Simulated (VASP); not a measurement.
# C (R-3m) in VASP: further runs

Aim: see how the results for C move with the level of theory and the settings. Levels: PBE+D4, PBE+D3(BJ), r2SCAN+rVV10, PBE, LDA. Tasks: single point, relaxation of cell and atoms.

All numbers are computed with VASP 6.6.1; they aren't measurements. Logs are shortened: lines on timing, memory, paths and dates and some standing lists are left out, and cuts for length are marked.

## Step 1: The cell of the first run

Symmetry: R-3m, No. 166, trigonal system. Conventional cell: a = 2.460 Å, b = 2.460 Å, c = 20.688 Å, α = 90.00°, β = 90.00°, γ = 120.00°. Within 1.9 Å of C (site symmetry 3m) lie 3 C at 1.42 Å. Within 1.9 Å of C (site symmetry 3m) lie 3 C at 1.42 Å.

## Step 2: Single point, PBE+D4

The input, INCAR:

```
SYSTEM = C
PREC     = Accurate       ! precision mode
ENCUT    = 520            ! plane-wave cutoff, eV
EDIFF    = 1E-7           ! SCF threshold, eV
ISMEAR   = -1             ! smearing method
SIGMA    = 0.02           ! smearing width, eV
LREAL    = .False.        ! projectors in reciprocal space
LASPH    = .True.         ! aspherical terms in the spheres
NELM     = 100            ! most SCF steps
ALGO     = Normal         ! electronic algorithm
ISIF     = 2              ! what is computed and relaxed
LWAVE    = .False.        ! write WAVECAR
LCHARG   = .True.         ! write CHGCAR
GGA      = PE             ! functional
IVDW     = 13             ! dispersion correction
LELF     = .True.         ! ELF
LVHAR    = .True.       
NBANDS   = 16             ! bands
```

The input, KPOINTS:

```
Automatic mesh
0
Gamma
  10 10 10
  0 0 0
```

The input, POSCAR:

```
C
1.0
    1.2299077564      0.7100875743      6.8961351761
   -1.2299077564      0.7100875743      6.8961351761
    0.0000000000     -1.4201751485      6.8961351761
C
4
Direct
    0.9190592430      0.9190592430      0.9190592430
    0.2523781384      0.2523781384      0.2523781384
    0.7476218616      0.7476218616      0.7476218616
    0.0809407570      0.0809407570      0.0809407570
```

Potentials or basis: VASP PAW PBE potentials, release 64 (C).

Started as:

```console
$ cat potpaw_PBE.64/C/POTCAR > POTCAR
$ mpirun -np 1 vasp_std > vasp.out
```

OUTCAR:

```text
SYSTEM = C
   PREC = Accurate
   ENCUT = 520
   EDIFF = 1E-7
   ISMEAR = -1
   LREAL = .False.
   LASPH = .True.
   NELM = 100
   ISIF = 2
   GGA = PE
   IVDW = 13

 ion  position               nearest neighbor table
   1  0.919  0.919  0.919-   2 1.42   2 1.42   2 1.42
   2  0.252  0.252  0.252-   1 1.42   1 1.42   1 1.42
   3  0.748  0.748  0.748-   4 1.42   4 1.42   4 1.42
   4  0.081  0.081  0.081-   3 1.42   3 1.42   3 1.42

  LATTYP: Found a trigonal (rhomboedric) cell.
 ALAT       =     7.0408506460
 COS(alpha) =     0.9389726078

  Lattice vectors:

 A1 = (   1.2299077564,   0.7100875743,   6.8961351761)
 A2 = (  -1.2299077564,   0.7100875743,   6.8961351761)
 A3 = (   0.0000000000,  -1.4201751485,   6.8961351761)

Analysis of symmetry for initial positions (statically):
=====================================================================
 Subroutine PRICEL returns:
 Original cell was already a primitive cell.

 Routine SETGRP: Setting up the symmetry group for a
 trigonal (rhombohedral) supercell.

 Subroutine GETGRP returns: Found 12 space group operations
 (whereof 12 operations were pure point group operations)
 out of a pool of 12 trial point group operations.

The static configuration has the point symmetry D_3d.

Analysis of symmetry for dynamics (positions and initial velocities):
=====================================================================
 Subroutine PRICEL returns:
 Original cell was already a primitive cell.

 Routine SETGRP: Setting up the symmetry group for a
 trigonal (rhombohedral) supercell.

 Subroutine GETGRP returns: Found 12 space group operations
 (whereof 12 operations were pure point group operations)
 out of a pool of 12 trial point group operations.

The dynamic configuration has the point symmetry D_3d.

 Subroutine INISYM returns: Found 12 space group operations
 (whereof 12 operations are pure point group operations),
 and found     1 'primitive' translations

----------------------------------------------------------------------------------------

                                     Primitive cell

  volume of cell :      36.1361

  direct lattice vectors                    reciprocal lattice vectors
     1.229907756  0.710087574  6.896135176     0.406534553  0.234712834  0.048336253
    -1.229907756  0.710087574  6.896135176    -0.406534553  0.234712834  0.048336253
     0.000000000 -1.420175149  6.896135176     0.000000000 -0.469425667  0.048336253

  length of vectors
     7.040850646  7.040850646  7.040850646     0.471907671  0.471907671  0.471907671

  position of ions in fractional coordinates (direct lattice)
     0.919059243  0.919059243  0.919059243
     0.252378138  0.252378138  0.252378138
     0.747621862  0.747621862  0.747621862
     0.080940757  0.080940757  0.080940757

  ion indices of the primitive-cell ions
   primitive index   ion index
                 1           1
                 2           2
                 3           3
                 4           4

----------------------------------------------------------------------------------------

 KPOINTS: Automatic mesh

Automatic generation of k-mesh.
 Grid dimensions read from file:
 generate k-points for:   10   10   10

 Generating k-lattice:

  Cartesian coordinates                     Fractional coordinates (reciprocal lattice)
     0.040653455  0.023471283  0.004833625     0.100000000  0.000000000  0.000000000
    -0.040653455  0.023471283  0.004833625     0.000000000  0.100000000  0.000000000
     0.000000000 -0.046942567  0.004833625     0.000000000  0.000000000  0.100000000

  Length of vectors
     0.047190767  0.047190767  0.047190767

  Shift w.r.t. Gamma in fractional coordinates (k-lattice)
     0.000000000  0.000000000  0.000000000

 Subroutine IBZKPT returns following result:
 ===========================================

 Found    116 irreducible k-points:

 Following reciprocal coordinates:
            Coordinates               Weight
  0.000000  0.000000  0.000000      1.000000
  0.100000 -0.000000 -0.000000      6.000000
  0.200000 -0.000000 -0.000000      6.000000
  0.300000 -0.000000 -0.000000      6.000000
  0.400000 -0.000000 -0.000000      6.000000
  0.500000 -0.000000 -0.000000      3.000000
[... 16 lines left out ...]
  0.300000  0.300000 -0.000000      6.000000
  0.400000  0.300000 -0.000000     12.000000
 [... further k-points ...]
   k-points           NKPTS =    116   k-points in BZ     NKDIM =    116   number of bands    NBANDS=     16
   number of dos      NEDOS =    301   number of ions     NIONS =      4
   total plane-waves  NPLWV = 157464
   dimension x,y,z NGX =    54 NGY =   54 NGZ =   54
   dimension x,y,z NGXF=   108 NGYF=  108 NGZF=  108
   ions per type =               4
   NGX,Y,Z   is equivalent  to a cutoff of  12.75, 12.75, 12.75 a.u.
   NGXF,Y,Z  is equivalent  to a cutoff of  25.50, 25.50, 25.50 a.u.
 SYSTEM =  C
   PREC   = accura    normal or accurate (medium, high low for compatibility)
[... 64 lines left out ...]
  band No.  band energies     occupation
      1     -15.1955      2.00000
      2     -14.9474      2.00000
      3      -3.9698      2.00000
      4      -2.2446      2.00000
      5       1.4750      2.00000
      6       1.4750      2.00000
[... 8 lines left out ...]
     15      15.9991      0.00000
     16      16.0254      0.00000

 k-point     2 :       0.1000   -0.0000   -0.0000
  band No.  band energies     occupation
      1     -14.9558      2.00000
      2     -14.7127      2.00000
      3      -3.6760      2.00000
      4      -1.9765      2.00000
      5       0.5457      2.00000
      6       0.5634      2.00000
[... 8 lines left out ...]
     15      15.1789      0.00000
     16      15.2427      0.00000

 k-point     3 :       0.2000   -0.0000   -0.0000
  band No.  band energies     occupation
      1     -14.2407      2.00000
      2     -14.0119      2.00000
      3      -2.8048      2.00000
      4      -1.6561      2.00000
      5      -1.6129      2.00000
      6      -1.1845      2.00000
[... 8 lines left out ...]
     15      16.3809      0.00000
     16      16.3990      0.00000

 k-point     4 :       0.3000   -0.0000   -0.0000
  band No.  band energies     occupation
      1     -13.0636      2.00000
      2     -12.8573      2.00000
      3      -4.2979      2.00000
      4      -4.2239      2.00000
      5      -1.3977      2.00000
      6      -1.0257      2.00000
[... 8 lines left out ...]
     15      19.6880      0.00000
     16      19.7061      0.00000

 k-point     5 :       0.4000   -0.0000   -0.0000
  band No.  band energies     occupation
      1     -11.4590      2.00000
      2     -11.2817      2.00000
      3      -6.9018      2.00000
      4      -6.7957      2.00000
      5      -1.6978      2.00000
      6      -1.6853      2.00000
[... 8 lines left out ...]
     15      18.5781      0.00000
     16      21.0065      0.00000

 k-point     6 :       0.5000   -0.0000   -0.0000
  band No.  band energies     occupation
      1      -9.8597      2.00000
      2      -9.7331      2.00000
      3      -8.8222      2.00000
      4      -8.7222      2.00000
      5      -1.9318      2.00000
      6      -1.9198      2.00000
[... 8 lines left out ...]
     15      17.9976      0.00000
     16      20.2246      0.00000
[... 267 lines left out ...]
 k-point    21 :      -0.3000    0.2000    0.0000
  band No.  band energies     occupation
      1     -10.8032      2.00000
      2     -10.6216      2.00000
      3      -6.4783      2.00000
      4      -6.4167      2.00000
      5      -4.0732      2.00000
      6      -4.0427      2.00000
[... 8 lines left out ...]
     15      17.5168      0.00000
     16      18.7143      0.00000

 k-point    22 :      -0.2000    0.2000    0.0000
  band No.  band energies     occupation
      1     -12.3758      2.00000
      2     -12.1698      2.00000
      3      -4.4470      2.00000
      4      -4.4412      2.00000
      5      -2.9831      2.00000
      6      -2.9786      2.00000
[... 8 lines left out ...]
     15      16.5880      0.00000
     16      16.6837      0.00000

 k-point    23 :       0.3000    0.3000   -0.0000
  band No.  band energies     occupation
      1     -13.0496      2.00000
      2     -12.8726      2.00000
      3      -4.2737      2.00000
      4      -4.2485      2.00000
      5      -1.3015      2.00000
      6      -1.0375      2.00000
[... 8 lines left out ...]
     15      19.6851      0.00000
     16      19.7109      0.00000

 k-point    24 :       0.4000    0.3000   -0.0000
  band No.  band energies     occupation
      1     -12.1221      2.00000
      2     -11.9688      2.00000
      3      -5.5081      2.00000
      4      -5.4736      2.00000
      5      -2.1557      2.00000
      6      -2.1030      2.00000
[... 8 lines left out ...]
     15      18.9159      0.00000
     16      19.1403      0.00000

 [... further k-points ...]

------------------------ aborting loop because EDIFF is reached ----------------------------------------

  DFT-D4 for vdW energy calculation

  Edisp (eV):   -0.68178

  FORCE on cell =-STRESS in cart. coord.  units (eV):
  Direction    XX          YY          ZZ          XY          YZ          ZX
  --------------------------------------------------------------------------------------
  -------------------------------------------------------------------------------------
  Total       0.15742     0.15742    -0.02535     0.00000    -0.00000     0.00000
  in kB       6.97966     6.97966    -1.12400     0.00000    -0.00000     0.00000
  external pressure =        4.28 kB  Pullay stress =        0.00 kB

 VOLUME and BASIS-vectors are now :
 -----------------------------------------------------------------------------
  energy-cutoff  :      520.00
  volume of cell :       36.14
      direct lattice vectors                 reciprocal lattice vectors
     1.229907756  0.710087574  6.896135176     0.406534553  0.234712834  0.048336253
    -1.229907756  0.710087574  6.896135176    -0.406534553  0.234712834  0.048336253
     0.000000000 -1.420175149  6.896135176     0.000000000 -0.469425667  0.048336253

 POSITION                                       TOTAL-FORCE (eV/Angst)
 -----------------------------------------------------------------------------------
      0.00000      0.00000     19.01387         0.000000      0.000000      0.000147
      0.00000      0.00000      5.22130         0.000000     -0.000000     -0.000585
      0.00000      0.00000     15.46710         0.000000      0.000000      0.000585
      0.00000      0.00000      1.67454         0.000000     -0.000000     -0.000147
 -----------------------------------------------------------------------------------
    total drift:                               -0.000000      0.000000      0.000000

  FREE ENERGIE OF THE ION-ELECTRON SYSTEM (eV)
  ---------------------------------------------------
  free  energy   TOTEN  =       -37.5328499212 eV

  energy  without entropy=      -37.5328499212  energy(sigma->0) =      -37.53284992
```

Run time: 6.3 min. Hardware: 1 thread of Intel Xeon Platinum 8375C at 2.90GHz (Ice Lake), shared host; peak memory 0.38 GiB.

What came out:

```
Free energy                : -37.5328 eV
Pressure                   : 0.4 GPa
Dispersion energy per atom : -0.170 eV
```

(Continued in part 2 of 2.)
